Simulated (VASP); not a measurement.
Input of a VASP 6.6.1 run:

Contents of INCAR:

```
SYSTEM = HfZrS3
ALGO = Normal ; EDIFF = 1E-6
EDIFFG = -0.04 ; ENCUT = 600
GGA = PE ; IBRION = 2
ISIF = 3 ; ISMEAR = 0
LASPH = .TRUE. ; LCHARG = .FALSE.
LREAL = .FALSE. ; LWAVE = .FALSE.
NELM = 100 ; NSW = 90
PREC = Accurate ; SIGMA = 0.1
```

KPOINTS

```
k-points
0
G
  4 4 6
  0 0 0
```

Contents of POSCAR:

```
HfZrS3
1.0
    5.8202224200      0.0000000000      0.0000000000
    0.0000000000      5.8202224200      0.0000000000
    0.0000000000      0.0000000000      3.6755150200
Zr Hf S
1 1 3
Direct
    0.0000000000      0.0000000000      0.5000000000
    0.5000000000      0.5000000000      0.5000000000
    0.0000000000      0.5000000000      0.5000000000
    0.5000000000      0.0000000000      0.5000000000
    0.0000000000      0.0000000000      0.0000000000
```

Potentials or basis: VASP PAW PBE potentials, release 64 (Zr_sv, Hf_pv, S).

The run is started by

```sh
$ cat potpaw_PBE.64/Zr_sv/POTCAR potpaw_PBE.64/Hf_pv/POTCAR potpaw_PBE.64/S/POTCAR > POTCAR
$ mpirun -np 1 vasp_std > vasp.out
```

**Question.** What does it give for the space group after relaxing (to 0.1 Å)?

**Answer.** P4/mmm (No. 123).

**Question.** Predict the relaxed volume.

**Answer.** 25.55 Å³/atom.

**Question.** What does it give for the band gap on the k mesh?

**Answer.** Zero (bands 20 and 21 overlap by 1.66 eV).

**Question.** Predict the relaxed cell.

**Answer.** a = 5.095 Å, b = 5.095 Å, c = 4.921 Å, α = 90.00°, β = 90.00°, γ = 90.00°.

The path:
```
step  energy change (eV)  largest force (eV/Å)  pressure (GPa)  volume (Å³)
   1              0.0000                0.0000           18.09       124.51
   2             -9.2465                0.0000           -5.35       156.56
   3            -10.4331                0.0000           -8.71       146.83
   4            -10.4295                0.0000           -8.62       146.50
   5            -10.4177                0.0000           -8.45       145.97
   6            -10.8128                0.0000            7.23       119.93
   7            -11.0632                0.0000           -0.40       128.73
   8            -11.0631                0.0000           -0.17       128.39
   9            -11.0663                0.0000            0.11       127.75
```

Caveat: a cell axis changed by over 15 % at a fixed basis, so the end point is rough; spin-orbit coupling is left out, which moves the levels of the heavy elements.
